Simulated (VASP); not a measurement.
Set up this calculation in VASP 6.6.1, as the native input.

| Property | Result |
| --- | --- |
| Task | relaxation of the atoms |
| Functional | PBE |
| Dispersion | D3(BJ) |
| Potentials or basis | VASP PAW PBE potentials, release 64 (Te, Bi_d) |
| Cutoff | 520 eV |
| k mesh | 6 × 6 × 1 |
| Occupations | gaussian, width 0.02 eV |
| Spin | no spin polarisation |
| Dipole correction | yes |
| Further INCAR settings | ALGO = Normal; EDIFF = 1e-06; IBRION = 2; EDIFFG = -0.01; NSW = 60 |

The structure of Bi2Te3 lies in POSCAR:

```
Bi2Te3
1.0
    4.1757490693      0.0000000000      0.0000000000
   -2.0878745347      3.6163047739      0.0000000000
    0.0000000000      0.0000000000     41.0301608556
Te Bi
3 2
Direct
    0.0000000000      0.0000000000      0.4076965287
    0.6666666667      0.3333333333      0.5000000000
    0.3333333333      0.6666666667      0.5923034713
    0.3333333333      0.6666666667      0.4501853782
    0.0000000000      0.0000000000      0.5498146218
```

This cell differs from its parent crystal: biaxial strain -0.040.

The input as run:

INCAR

```
SYSTEM = Bi2Te3
PREC = Accurate
ENCUT = 520
EDIFF = 1E-6
ISMEAR = 0
SIGMA = 0.02
LREAL = .False.
LASPH = .True.
NELM = 80
ALGO = Normal
ISIF = 2
LWAVE = .False.
LCHARG = .False.
LDIPOL = .True.
IDIPOL = 3
DIPOL = 0.5 0.5 0.500
GGA = PE
IVDW = 12
IBRION = 2
NSW = 60
EDIFFG = -0.01
```

KPOINTS

```
regular mesh
0
Gamma
  6 6 1
  0 0 0
```

Potentials or basis: VASP PAW PBE potentials, release 64 (Te, Bi_d).

Run with:

```bash
$ cat potpaw_PBE.64/Te/POTCAR potpaw_PBE.64/Bi_d/POTCAR > POTCAR
$ mpirun -np 1 vasp_std > vasp.out
```

It gave:

| Quantity | Value |
| --- | --- |
| Energy gained by relaxing | 16.3 meV/atom |
| Ionic steps | 7 |
| Largest force after relaxing | 0.008 eV/Å |
| Band gap on the k mesh | 1.48 eV (least direct gap 1.55 eV) |
| Dispersion energy per atom | -0.378 eV |

Caveat: the cell differs from its parent crystal (biaxial strain -0.040); spin-orbit coupling is left out, which moves the levels of the heavy elements.

It took 21 min on 1 thread of Oxide Virtual Turin-like Processor, with other jobs on the host, peak memory 0.77 GiB.
